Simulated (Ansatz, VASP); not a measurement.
## WS2: VASP beside Ansatz

File INCAR:

```
SYSTEM = WS2
ALGO     = Normal         ! electronic algorithm
DIPOL    = 0.5 0.5 0.394
EDIFF    = 1E-7           ! SCF threshold, eV
ENCUT    = 520            ! plane-wave cutoff, eV
GGA      = PE             ! functional
IDIPOL   = 3            
ISIF     = 2              ! what is computed and relaxed
ISMEAR   = 0              ! smearing method
IVDW     = 12             ! dispersion correction
LASPH    = .True.         ! aspherical terms in the spheres
LCHARG   = .True.         ! write CHGCAR
LDIPOL   = .True.       
LELF     = .True.         ! ELF
LREAL    = .False.        ! projectors in reciprocal space
LVACPOTAV= .True.       
LVHAR    = .True.       
LWAVE    = .False.        ! write WAVECAR
NBANDS   = 35             ! bands
NELM     = 60             ! most SCF steps
PREC     = Accurate       ! precision mode
SIGMA    = 0.05           ! smearing width, eV
```

File KPOINTS:

```
k-points
0
Gamma
  9 9 1
  0 0 0
```

Contents of POSCAR:

```
WS2
1.0
    3.1595457497      0.0000000000      0.0000000000
   -1.5797728749      2.7362468836      0.0000000000
    0.0000000000      0.0000000000     23.8042575719
S W
4 2
Direct
    0.3333333333      0.6666666667      0.1890418126
    0.3333333333      0.6666666667      0.3214605103
    0.8333333333      0.6666666667      0.4668126596
    0.8333333333      0.6666666667      0.5992313572
    0.6666666667      0.3333333333      0.2552511581
    1.1666666667      0.3333333333      0.5330220050
```

Input for Ansatz:

```yaml
crystal:
  lattice:
    - [3.1595457497, 0.0, 0.0]
    - [-1.5797728749, 2.7362468836, 0.0]
    - [0.0, 0.0, 23.8042575719]
  atoms:
    - { symbol: S, position: [0.3333333333, 0.6666666667, 0.1890418126] }
    - { symbol: W, position: [0.6666666667, 0.3333333333, 0.2552511581] }
    - { symbol: S, position: [0.3333333333, 0.6666666667, 0.3214605103] }
    - { symbol: S, position: [0.8333333333, 0.6666666667, 0.4668126596] }
    - { symbol: W, position: [1.1666666667, 0.3333333333, 0.533022005] }
    - { symbol: S, position: [0.8333333333, 0.6666666667, 0.5992313572] }
basis:
  ecutwfc: 420
kpoints:
  mp_grid: { grid: [9, 9, 1] }
hamiltonian:
  xc: pbe
  pseudopotentials: { kind: paw, azcp: { folder: soft_1 } }
  dispersion: d3bj
scf:
  occupations: { method: gaussian, width: 0.05 }
output:
  forces: true
  eigenvalues: true
efield:
  axis: 3
  dipole_correction: true
  ramp_width: 0.04
```

Alike in both runs: task single point; functional PBE; dispersion D3(BJ); k mesh 9 × 9 × 1; occupations gaussian, width 0.05 eV; no spin polarisation.

|  | VASP | Ansatz |
| --- | --- | --- |
| version | VASP 6.6.1 | Ansatz 0.2.0 |
| potentials or method | VASP PAW PBE potentials, release 64 (S, W_sv), cutoff 520 eV | scalar-relativistic, plane waves, PAW |
| valence electrons in the cell | 52 | 52 |

```tsv
	VASP	Ansatz	Ansatz less VASP
gap on the k mesh at the Fermi level (eV)	1.76	1.74	-0.015
least direct gap on the mesh (eV)	1.92	1.91	-0.003
rms of the force components (eV/Å)	0.025	0.024	-0.0004
```

Neither program's run includes spin-orbit coupling.
